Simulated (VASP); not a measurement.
Wanted: the native input for a VASP 6.6.1 run.

| Quantity | Value |
| --- | --- |
| Task | single point |
| Functional | PBE |
| Potentials or basis | VASP PAW PBE potentials, release 64 (Bi_d, Se, Al) |
| Cutoff | 500 eV |
| k mesh | 4 × 4 × 4 |
| Occupations | fermi-dirac, width 0.1 eV |
| Spin | no spin polarisation |
| Dipole correction | no |
| Further INCAR settings | ALGO = Normal; EDIFF = 1e-06; NBANDS = 40 |

The structure of AlBiSe2 lies in POSCAR:

```
AlBiSe2
1.0
    0.0000000000      0.0000000000      6.4461520000
    4.1433730000     -4.1433730000      3.2230760000
    4.1433730000      4.1433730000     -3.2230760000
Bi Se Al
2 4 2
Direct
    0.2500000000      0.0000000000      0.0000000000
    0.7500000000      0.0000000000      0.0000000000
    0.6667000000      0.5000000000      0.8334000000
    0.1667000000      0.1666000000      0.5000000000
    0.3333000000      0.5000000000      0.1666000000
    0.8333000000      0.8334000000      0.5000000000
    0.7500000000      0.5000000000      0.5000000000
    0.2500000000      0.5000000000      0.5000000000
```

One way to write it, as run:

INCAR

```
SYSTEM = AlBiSe2
PREC = Accurate
ENCUT = 500
EDIFF = 1E-6
ISMEAR = -1
SIGMA = 0.1
LREAL = .FALSE.
LASPH = .TRUE.
NELM = 120
ALGO = Normal
ISIF = 2
LWAVE = .FALSE.
LCHARG = .FALSE.
GGA = PE
NBANDS = 40
GGA_COMPAT = .FALSE.
```

KPOINTS

```
regular mesh
0
G
  4 4 4
  0 0 0
```

Potentials or basis: VASP PAW PBE potentials, release 64 (Bi_d, Se, Al).

Command:

```bash
$ cat potpaw_PBE.64/Bi_d/POTCAR potpaw_PBE.64/Se/POTCAR potpaw_PBE.64/Al/POTCAR > POTCAR
$ mpirun -np 1 vasp_std > vasp.out
```

It gave:

```yaml
Pressure: -3.1 GPa
Largest_force: 0.724 eV/Å
Band_gap_on_the_k_mesh: zero (bands 30 and 31 overlap by 1.06 eV)
```

Caveat: the cell stands under tension; spin-orbit coupling is left out, which moves the levels of the heavy elements.

Run time: 3.6 min on 1 thread of Intel Xeon 8259CL, on a shared host, peak memory 0.39 GiB.
